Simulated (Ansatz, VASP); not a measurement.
**SnPb2O3: VASP beside Ansatz**

File INCAR:

```
PREC     = Accurate       # precision mode
ENCUT    = 520            # plane-wave cutoff, eV
EDIFF    = 1E-7           # SCF threshold, eV
ISMEAR   = 0              # smearing method
SIGMA    = 0.1            # smearing width, eV
LREAL    = F              # projectors in reciprocal space
LASPH    = T              # aspherical terms in the spheres
NELM     = 60             # most SCF steps
ALGO     = Normal         # electronic algorithm
ISIF     = 2              # what is computed and relaxed
LWAVE    = F              # write WAVECAR
LCHARG   = T              # write CHGCAR
GGA      = PE             # functional
LELF     = T              # ELF
LVHAR    = T            
NBANDS   = 39             # bands
```

File KPOINTS:

```
Automatic mesh
0
Gamma
  4 4 2
```

POSCAR

```
SnPb2O3
1.0
    3.7756642600      0.0000000000      0.0000000000
    0.0000000000      3.7756642600      0.0000000000
    0.0000000000      0.0000000000      8.3181428600
Sn Pb O
1 2 3
Direct
    0.0000000000      0.0000000000      0.0000000000
    0.0000000000      0.5000000000      0.7315000300
    0.5000000000      0.0000000000      0.2684999700
    0.0000000000      0.5000000000      0.3835000100
    0.5000000000      0.0000000000      0.6164999900
    0.5000000000      0.5000000000      0.0000000000
```

Input for Ansatz:

```yaml
crystal:
  lattice:
    - [3.77566426, 0.0, 0.0]
    - [0.0, 3.77566426, 0.0]
    - [0.0, 0.0, 8.31814286]
  atoms:
    - { symbol: Sn, position: [0.0, 0.0, 0.0] }
    - { symbol: Pb, position: [0.0, 0.5, 0.73150003] }
    - { symbol: Pb, position: [0.5, 0.0, 0.26849997] }
    - { symbol: O, position: [0.0, 0.5, 0.38350001] }
    - { symbol: O, position: [0.5, 0.0, 0.61649999] }
    - { symbol: O, position: [0.5, 0.5, 0.0] }
basis:
  ecutwfc: 420
kpoints:
  mp_grid: { grid: [4, 4, 2] }
hamiltonian:
  xc: pbe
scf:
  occupations: { method: gaussian, width: 0.1 }
  lower_state_search: "off"
output:
  forces: true
  stress: true
  eigenvalues: true
```

Change from the starting cell: species swapped into the Ti2CuSb3 type (P-4m2, No. 115).

Alike in both runs: task single point; functional PBE; k mesh 4 × 4 × 2; occupations gaussian, width 0.1 eV; no spin polarisation.

|  | VASP | Ansatz |
| --- | --- | --- |
| version | VASP 6.6.1 | Ansatz 0.2.0 |
| potentials or method | VASP PAW PBE potentials, release 64 (Sn_d, Pb_d, O), cutoff 520 eV | scalar-relativistic, plane waves, PAW |
| valence electrons in the cell | 60 | 60 |

|  | VASP | Ansatz | Ansatz less VASP |
| --- | --- | --- | --- |
| gap on the k mesh at the Fermi level (eV) | none | none | - |
| pressure (GPa) | -7.6 | -7.6 | +0.07 |
| traceless stress, the component that is largest in VASP (GPa) | 6.24 | 6.27 | +0.023 |
| rms of the force components (eV/Å) | 1.458 | 1.458 | 0.0000 |

Atom by atom the forces differ by 0.001 eV/Å (rms over components). A gap of «none» marks a metal or a gap that the smearing closes. The functional is the same, so the differences come from potentials, cutoffs and numerics.

The k mesh is coarse, so the values compare programs but aren't converged. Neither program's run includes spin-orbit coupling.
